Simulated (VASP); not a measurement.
# Ta16H (a cell with a defect) in VASP: notebook

Runs on Ta16H (a cell with a defect). Level: PBE. Tasks: single point.

Program: VASP 6.6.1. These are calculated values, not measurements. Logs are shortened: lines on timing, memory, paths and dates and some standing lists are left out, and cuts for length are marked.

**1. The cell of the first run**

The cell holds a defect, 17 atoms: a = 6.620 Å, b = 6.620 Å, c = 6.620 Å, α = 90.00°, β = 90.00°, γ = 90.00°.

**2. Single point, PBE**

Contents of INCAR:

```
SYSTEM = Ta16H
PREC = Accurate
ENCUT = 520
EDIFF = 1E-7
ISMEAR = 0
SIGMA = 0.1
LREAL = Auto
LASPH = .True.
NELM = 60
ALGO = Normal
ISIF = 2
LWAVE = .False.
LCHARG = .False.
GGA = PE
NBANDS = 102
```

Contents of KPOINTS:

```
Automatic mesh
0
Gamma
  3 3 3
  0 0 0
```

Contents of POSCAR:

```
Ta16H
1.0
    6.6200000000      0.0000000000      0.0000000000
    0.0000000000      6.6200000000      0.0000000000
    0.0000000000      0.0000000000      6.6200000000
Ta H
16 1
Direct
   -0.0085306495     -0.0002645108     -0.0058590791
    0.5093682749     -0.0002639555     -0.0058863224
    0.0008553535      0.4997474738      0.0006926577
   -0.0004012605     -0.0002539014      0.5014684673
    0.2503968419      0.2586306317      0.2551433612
    0.4999506514      0.4997407310      0.0006848815
    0.5012038237     -0.0002549302      0.5014831482
    0.7503886496      0.2492534014      0.2486156670
    0.0020683613      0.4997374287      0.5007267262
    0.2503941977      0.7408247553      0.2551500325
    0.2503948690      0.2505905494      0.7478062657
    0.4986860917      0.4997384452      0.5007359699
    0.7503959194      0.7502241245      0.2486134848
    0.7504156137      0.2480793241      0.7485560924
    0.2503951894      0.7488933467      0.7477994834
    0.7504145370      0.7514091498      0.7485461708
    0.2504969359     -0.0002405637      0.1244609930
```

Potentials or basis: VASP PAW PBE potentials, release 64 (Ta_pv, H).

On the command line:

```
$ cat potpaw_PBE.64/Ta_pv/POTCAR potpaw_PBE.64/H/POTCAR > POTCAR
$ mpirun -np 1 vasp_std > vasp.out
```

OUTCAR:

```text
SYSTEM = Ta16H
   PREC = Accurate
   ENCUT = 520
   EDIFF = 1E-7
   ISMEAR = 0
   LREAL = Auto
   LASPH = .True.
   NELM = 60
   ISIF = 2
   GGA = PE

 ion  position               nearest neighbor table
   1  0.991  1.000  0.994-  17 1.92  16 2.81  14 2.81  13 2.85   8 2.85  15 2.89  11 2.89   5 2.98
                            10 2.98   2 3.19   4 3.26   3 3.31   3 3.31   4 3.36   2 3.43
   2  0.509  1.000  0.994-  17 1.92  16 2.81  14 2.81  13 2.85   8 2.85  15 2.89  11 2.89   5 2.98
                            10 2.98   1 3.19   7 3.26   6 3.31   6 3.31   7 3.36   1 3.43
   3  0.001  0.500  0.001-  10 2.85   5 2.85  13 2.86   8 2.86  15 2.87  11 2.87  14 2.88  16 2.88
                             6 3.30   9 3.31   9 3.31   1 3.31   1 3.31   6 3.32
   4  1.000  1.000  0.501-  16 2.85  14 2.85  11 2.86  15 2.86   8 2.87  13 2.87   5 2.89  10 2.89
                             1 3.26   7 3.30   9 3.31   9 3.31   7 3.32   1 3.36
   5  0.250  0.259  0.255-  17 1.92  12 2.81   9 2.81   3 2.85   6 2.85   4 2.89   7 2.89   1 2.98
                             2 2.98  10 3.19  11 3.26   8 3.31   8 3.31  11 3.36  10 3.43
   6  0.500  0.500  0.001-  10 2.85   5 2.85   8 2.86  13 2.86  11 2.87  15 2.87  14 2.88  16 2.88
                             3 3.30  12 3.31  12 3.31   2 3.31   2 3.31   3 3.32
   7  0.501  1.000  0.501-  16 2.85  14 2.85  15 2.86  11 2.86   8 2.87  13 2.87   5 2.89  10 2.89
                             2 3.26   4 3.30  12 3.31  12 3.31   4 3.32   2 3.36
   8  0.750  0.249  0.249-   2 2.85   1 2.85   6 2.86   3 2.86   7 2.87   4 2.87   9 2.88  12 2.88
                            13 3.30  14 3.31  14 3.31   5 3.31   5 3.31  13 3.32
   9  0.002  0.500  0.501-  10 2.81   5 2.81  11 2.85  15 2.85  14 2.87  16 2.87  13 2.88   8 2.88
                            12 3.29   3 3.31   4 3.31   4 3.31   3 3.31  12 3.33
  10  0.250  0.741  0.255-  17 1.92  12 2.81   9 2.81   3 2.85   6 2.85   4 2.89   7 2.89   1 2.98
                             2 2.98   5 3.19  15 3.26  13 3.31  13 3.31  15 3.36   5 3.43
  11  0.250  0.251  0.748-  12 2.85   9 2.85   7 2.86   4 2.86   3 2.87   6 2.87   1 2.89   2 2.89
                             5 3.26  15 3.30  14 3.31  14 3.31  15 3.32   5 3.36
  12  0.499  0.500  0.501-  10 2.81   5 2.81  15 2.85  11 2.85  14 2.87  16 2.87   8 2.88  13 2.88
                             9 3.29   6 3.31   7 3.31   7 3.31   6 3.31   9 3.33
  13  0.750  0.750  0.249-   2 2.85   1 2.85   3 2.86   6 2.86   4 2.87   7 2.87   9 2.88  12 2.88
                             8 3.30  16 3.31  16 3.31  10 3.31  10 3.31   8 3.32
  14  0.750  0.248  0.749-   2 2.81   1 2.81   4 2.85   7 2.85   9 2.87  12 2.87   3 2.88   6 2.88
                            16 3.29   8 3.31  11 3.31  11 3.31   8 3.31  16 3.33
  15  0.250  0.749  0.748-  12 2.85   9 2.85   7 2.86   4 2.86   3 2.87   6 2.87   1 2.89   2 2.89
                            10 3.26  11 3.30  16 3.31  16 3.31  11 3.32  10 3.36
  16  0.750  0.751  0.749-   2 2.81   1 2.81   4 2.85   7 2.85   9 2.87  12 2.87   3 2.88   6 2.88
                            14 3.29  13 3.31  15 3.31  15 3.31  13 3.31  14 3.33
  17  0.250  1.000  0.124-   2 1.92   1 1.92   5 1.92  10 1.92

  LATTYP: Found a simple cubic cell.
 ALAT       =     6.6200000000

  Lattice vectors:

 A1 = (   6.6200000000,   0.0000000000,   0.0000000000)
 A2 = (   0.0000000000,   6.6200000000,   0.0000000000)
 A3 = (   0.0000000000,   0.0000000000,   6.6200000000)

Analysis of symmetry for initial positions (statically):
=====================================================================
 Subroutine PRICEL returns:
 Original cell was already a primitive cell.

 Routine SETGRP: Setting up the symmetry group for a
 simple cubic supercell.

 Subroutine GETGRP returns: Found  1 space group operations
 (whereof  1 operations were pure point group operations)
 out of a pool of 48 trial point group operations.

The static configuration has the point symmetry C_1 .

Analysis of symmetry for dynamics (positions and initial velocities):
=====================================================================
 Subroutine PRICEL returns:
 Original cell was already a primitive cell.

 Routine SETGRP: Setting up the symmetry group for a
 simple cubic supercell.

 Subroutine GETGRP returns: Found  1 space group operations
 (whereof  1 operations were pure point group operations)
 out of a pool of 48 trial point group operations.

The dynamic configuration has the point symmetry C_1 .

 Subroutine INISYM returns: Found  1 space group operations
 (whereof  1 operations are pure point group operations),
 and found     1 'primitive' translations

----------------------------------------------------------------------------------------

                                     Primitive cell

[... 67 lines left out ...]
  Shift w.r.t. Gamma in fractional coordinates (k-lattice)
     0.000000000  0.000000000  0.000000000

 Subroutine IBZKPT returns following result:
 ===========================================

 Found     14 irreducible k-points:

 Following reciprocal coordinates:
            Coordinates               Weight
  0.000000  0.000000  0.000000      1.000000
  0.333333  0.000000  0.000000      2.000000
  0.000000  0.333333  0.000000      2.000000
  0.000000  0.000000  0.333333      2.000000
  0.333333  0.333333  0.000000      2.000000
  0.000000  0.333333  0.333333      2.000000
  0.333333  0.000000  0.333333      2.000000
 -0.333333  0.333333  0.000000      2.000000
 -0.333333  0.000000  0.333333      2.000000
  0.000000 -0.333333  0.333333      2.000000
  0.333333  0.333333  0.333333      2.000000
 -0.333333  0.333333  0.333333      2.000000
 -0.333333 -0.333333  0.333333      2.000000
  0.333333 -0.333333  0.333333      2.000000
   k-points           NKPTS =     14   k-points in BZ     NKDIM =     14   number of bands    NBANDS=    102
   number of dos      NEDOS =    301   number of ions     NIONS =     17
   total plane-waves  NPLWV = 125000
   dimension x,y,z NGX =    50 NGY =   50 NGZ =   50
   dimension x,y,z NGXF=   100 NGYF=  100 NGZF=  100
   ions per type =              16   1
   NGX,Y,Z   is equivalent  to a cutoff of  12.56, 12.56, 12.56 a.u.
   NGXF,Y,Z  is equivalent  to a cutoff of  25.11, 25.11, 25.11 a.u.
 SYSTEM =  Ta16H
   PREC   = accura    normal or accurate (medium, high low for compatibility)
   ISTART =      0    job   : 0-new  1-cont  2-samecut
   ICHARG =      2    charge: 1-file 2-atom 10-const
   ISPIN  =      1    spin polarized calculation?
   LNONCOLLINEAR =      F non collinear calculations
   LSORBIT =      F    spin-orbit coupling
   LASPH  =      T    aspherical Exc in radial PAW
   ENCUT  =  520.0 eV  38.22 Ry    6.18 a.u.  12.31 12.31 12.31*2*pi/ulx,y,z
   NELM   =     60;   NELMIN=  2; NELMDL= -5     # of ELM steps
   EDIFF  = 0.1E-06   stopping-criterion for ELM
   LREAL  =      T    real-space projection
   EDIFFG = 0.1E-05   stopping-criterion for IOM
   NSW    =      0    number of steps for IOM
   IBRION =     -1    ionic relax: 0-MD 1-quasi-New 2-CG
   NFREE  =      0    steps in history (QN), initial steepest desc. (CG)
   ISIF   =      2    stress and relaxation
   ISYM   =      2    0-nonsym 1-usesym 2-fastsym
   POTIM  = 0.5000    time-step for ionic-motion
   TEBEG  =    0.0;   TEEND  =   0.0 temperature during run
   PSTRESS=    0.0 pullay stress
   NELECT =     177.0000    total number of electrons
   NUPDOWN=      -1.0000    fix difference up-down
   EMIN   =  10.00;   EMAX   =-10.00  energy-range for DOS
   EFERMI =   0.00;   METHOD = LEGACY
   ISMEAR =     0;   SIGMA  =   0.10  broadening in eV -4-tet -1-fermi 0-gaus
   EFERMI_NEDOS =   21; number of points for ismear=-14 and -15
   IALGO  =     38    algorithm
   IMIX   =      4    mixing-type and parameters
     AMIX     =   0.40;   BMIX     =  1.00
     AMIX_MAG =   1.60;   BMIX_MAG =  1.00
  volume/ion in A,a.u.               =      17.07       115.17
  Fermi-wavevector in a.u.,A,eV,Ry     =   1.388485  2.623857 26.230553  1.927891
  Thomas-Fermi vector in A             =   2.512607
   LORBIT       =      0    0 simple, 1 ext, 2 COOP (PROOUT), +10 PAW based schemes
   GGA     = PE    functional components
   LHFCALC =     F    Hartree Fock is set to
   AEXX    =    0.0000 exact exchange contribution
   IVDW    =     0    specifies the selected vdW correction
   LEPSILON=     F    determine dielectric tensor
   LRPA    =     F    only Hartree local field effects (RPA)
 non-spin polarized calculation
 Gauss-broadening in eV      SIGMA  =   0.10
  energy-cutoff  :      520.00
  volume of cell :      290.12
 maximum number of plane-waves:      7820
 NGX is ok and might be reduce to    50
   NGX = 25   NGY = 25   NGZ = 25

 number of electron     176.9999962 magnetization

 Free energy of the ion-electron system (eV)
  ---------------------------------------------------
  ext. energy  EPLUGINS =         0.00000000
  ---------------------------------------------------
  free energy    TOTEN  =      -192.45795967 eV

  energy without entropy =     -192.29051106  energy(sigma->0) =     -192.37423536

 E-fermi :   5.4352     XC(G=0): -12.6143

 val. band max:        5.4091503770   @ k =   0.3333   0.0000   0.3333
 cond. band min:       5.4361261021   @ k =  -0.3333   0.0000   0.3333
 fundamental gap:      0.0269757251
 Fermi energy:         5.4351522023

 k-point     1 :       0.0000    0.0000    0.0000
  band No.  band energies     occupation
      1     -28.8129      2.00000
      2     -28.7528      2.00000
      3     -28.7528      2.00000
      4     -28.7524      2.00000
      5     -28.7498      2.00000
      6     -28.7460      2.00000
[... 1431 lines left out ...]
     99       8.4195      0.00000
    100       8.4616      0.00000
 [bands above 100 left out]

------------------------ aborting loop because EDIFF is reached ----------------------------------------

  FORCE on cell =-STRESS in cart. coord.  units (eV):
  Direction    XX          YY          ZZ          XY          YZ          ZX
  --------------------------------------------------------------------------------------
  -------------------------------------------------------------------------------------
  Total        6.6632632      6.6523092      7.5454116      0.0012479     -0.0005494      0.0008623
  in kB       36.7979466     36.7374530     41.6696208      0.0068915     -0.0030341      0.0047622
  external PRESSURE =      38.4016735 kB  Pullay stress =       0.0000000 kB

 VOLUME and BASIS-vectors are now :
 -----------------------------------------------------------------------------
  energy-cutoff  :      520.00
  volume of cell :      290.12
      direct lattice vectors                 reciprocal lattice vectors
     6.620000000  0.000000000  0.000000000     0.151057402  0.000000000  0.000000000
     0.000000000  6.620000000  0.000000000     0.000000000  0.151057402  0.000000000
     0.000000000  0.000000000  6.620000000     0.000000000  0.000000000  0.151057402

 POSITION                                       TOTAL-FORCE (eV/Angst)
 -----------------------------------------------------------------------------------
      6.56353      6.61825      6.58121        -0.003186     -0.000016      0.001259
      3.37202      6.61825      6.58103         0.005459      0.000240      0.000647
      0.00566      3.30833      0.00459        -0.008432     -0.000959     -0.012976
      6.61734      6.61832      3.31972        -0.009985     -0.000202     -0.011231
      1.65763      1.71213      1.68905         0.000009      0.005399     -0.001227
      3.30967      3.30828      0.00453         0.008640     -0.000384     -0.011716
[... 9 lines left out ...]
      4.96774      4.97433      4.95538        -0.000860     -0.009267      0.011537
      1.65829      6.61841      0.82393        -0.003383     -0.001619      0.003313
 -----------------------------------------------------------------------------------
    total drift:                               -0.001966     -0.000004      0.002972

  FREE ENERGIE OF THE ION-ELECTRON SYSTEM (eV)
  ---------------------------------------------------
  free  energy   TOTEN  =      -192.4579596684 eV

  energy  without entropy=     -192.2905110599  energy(sigma->0) =     -192.37423536
```

Run time: 19 min. Hardware: 1 thread of Oxide Virtual Turin-like, shared host; peak memory 0.48 GiB.

What came out:

* Free energy: -192.4580 eV
* Pressure: 3.8 GPa
* Largest force: 0.018 eV/Å
* Band gap on the k mesh: zero (an odd number of electrons rules out a gap without spin polarisation)

Forces in eV/Å, atoms in the order of the input:
```
Ta  -0.003  0.000  0.001
Ta   0.005  0.000  0.001
Ta  -0.008 -0.001 -0.013
Ta  -0.010  0.000 -0.011
Ta   0.000  0.005 -0.001
Ta   0.009  0.000 -0.012
Ta   0.010 -0.001 -0.012
Ta   0.000  0.010  0.012
Ta  -0.010  0.000 -0.013
Ta   0.000 -0.002 -0.002
Ta   0.000  0.009  0.012
Ta   0.011  0.000 -0.013
Ta   0.000 -0.010  0.013
Ta  -0.001  0.010  0.012
Ta   0.000 -0.009  0.013
Ta  -0.001 -0.009  0.012
H   -0.003 -0.002  0.003
```

Stress tensor (GPa, compression positive):
```
3.68 0.00 0.00
0.00 3.67 0.00
0.00 0.00 4.17
```

Caveat: spin-orbit coupling is left out, which moves the levels of the heavy elements.

**3. Single point, PBE**

Contents of INCAR:

```
PREC = Accurate
ENCUT = 520
EDIFF = 1E-7
ISMEAR = 0
SIGMA = 0.1
LREAL = Auto
LASPH = True
NELM = 100
ALGO = Normal
ISIF = 2
LWAVE = False
LCHARG = False
GGA = PE
NBANDS = 102
```

Contents of KPOINTS:

```
Automatic mesh
0
Gamma
  3 3 3
```

Contents of POSCAR:

```
Ta16H
1.0
    6.6200000000      0.0000000000      0.0000000000
    0.0000000000      6.6200000000      0.0000000000
    0.0000000000      0.0000000000      6.6200000000
Ta H
16 1
Direct
   -0.0058360309      0.0006206073     -0.0092350513
    0.5015409955      0.0006353852     -0.0011201761
    0.0007840470      0.5006385655      0.0001629262
   -0.0058222410      0.0006261133      0.5086188707
    0.2552325687      0.2595541260      0.2497203228
    0.5007745758      0.5006279057      0.0013873900
    0.5015441014      0.0006375864      0.5005353312
    0.7478796768      0.2514579175      0.2497009027
    0.0007745902      0.5006297139      0.4992496660
    0.2552133416      0.7417727353      0.2497132022
    0.2486341430      0.2501710253      0.7497010787
    0.5007827867      0.5006315425      0.4980579299
    0.7478752500      0.7497923170      0.2496991848
    0.7486250728      0.2489664042      0.7497030160
    0.2486630617      0.7510892336      0.7497099785
    0.7486182829      0.7522674384      0.7496981822
    0.1246438479      0.0007208827      0.2496319456
```

Potentials or basis: VASP PAW PBE potentials, release 64 (Ta_pv, H).

On the command line:

```
$ cat potpaw_PBE.64/Ta_pv/POTCAR potpaw_PBE.64/H/POTCAR > POTCAR
$ mpirun -np 1 vasp_std > vasp.out
```

Wall time 19 min (1 thread of Oxide Virtual Turin-like, shared host); peak memory 0.48 GiB.

Results (log left out):

```yaml
Free_energy: -192.4580 eV
Pressure: 3.8 GPa
Largest_force: 0.018 eV/Å
Band_gap_on_the_k_mesh: zero (an odd number of electrons rules out a gap without spin polarisation)
```

Forces in eV/Å, atoms in the order of the input:
```
Ta   0.002  0.000 -0.005
Ta  -0.012  0.000 -0.009
Ta  -0.014  0.000 -0.008
Ta   0.003  0.001  0.004
Ta  -0.001  0.005 -0.001
Ta  -0.012  0.001 -0.010
Ta  -0.012  0.000  0.009
Ta   0.011  0.010  0.000
Ta  -0.014  0.000  0.008
Ta  -0.001 -0.006 -0.001
Ta   0.015  0.009  0.001
Ta  -0.012  0.000  0.008
Ta   0.011 -0.009  0.000
Ta   0.011  0.009  0.000
Ta   0.012 -0.007  0.000
Ta   0.012 -0.009  0.001
H    0.001 -0.003  0.003
```

Stress tensor (GPa, compression positive):
```
4.17 0.00 0.00
0.00 3.68 0.00
0.00 0.00 3.68
```

Levels at points of the mesh, in eV from the Fermi level:
| k point | band 86 | band 87 | band 88 | band 89 | band 90 | band 91 |
| --- | --- | --- | --- | --- | --- | --- |
| (0.00, 0.00, 0.00) | 1.13 | 1.18 | 1.18 | 1.22 | 1.22 | 1.24 |

Caveat: spin-orbit coupling is left out, which moves the levels of the heavy elements.

The gap in the log of VASP goes by the Fermi energy; the results here count the filled bands.